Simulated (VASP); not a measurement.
Here is a VASP 6.6.1 calculation.

POSCAR

```
Pb2O
1.0
    5.3395067000      0.0000000000      0.0000000000
    0.0000000000      5.3395067000      0.0000000000
    0.0000000000      0.0000000000      5.3395067000
Pb O
4 2
Direct
    0.2500000000      0.2500000000      0.2500000000
    0.7500000000      0.7500000000      0.2500000000
    0.2500000000      0.7500000000      0.7500000000
    0.7500000000      0.2500000000      0.7500000000
    0.0000000000      0.0000000000      0.0000000000
    0.5000000000      0.5000000000      0.5000000000
```

The input INCAR.step1:

```
PREC = Accurate ; ENCUT = 580
ISMEAR = -1 ; SIGMA = 0.1
LREAL = False ; LASPH = True
NELM = 120 ; GGA = PE
ALGO = Normal ; EDIFF = 1E-5
LWAVE = True ; LCHARG = False
GGA_COMPAT = False ; IBRION = 2
EDIFFG = -0.01 ; NELMIN = 4
NSW = 100 ; KPAR = 4
```

The input INCAR.step2:

```
PREC = Accurate ; ENCUT = 580
EDIFF = 1E-7 ; ISMEAR = -1
SIGMA = 0.1 ; LREAL = False
LASPH = True ; NELM = 120
ALGO = Normal ; ISIF = 2
LWAVE = False ; LCHARG = False
METAGGA = R2SCAN ; LMIXTAU = True
IBRION = 2 ; NSW = 50
EDIFFG = -0.01 ; ISTART = 1
GGA_COMPAT = False ; NELMIN = 4
KPAR = 4
```

KPOINTS

```
Automatic mesh
0
Gamma
  6 6 6
```

Potentials or basis: VASP PAW PBE potentials, release 64 (Pb_d, O).

Command:

```console
$ cat potpaw_PBE.64/Pb_d/POTCAR potpaw_PBE.64/O/POTCAR > POTCAR
$ cp INCAR.step1 INCAR
$ mpirun -np 4 vasp_std > vasp.out
$ cp INCAR.step2 INCAR
$ mpirun -np 4 vasp_std > vasp.out
```

(1) Estimate the band gap on the k mesh.

## Answers

(1) zero (bands 34 and 35 overlap by 1.02 eV).

Caveat: the relaxation stopped at its first step, so nothing moved; spin-orbit coupling is left out, which moves the levels of the heavy elements.
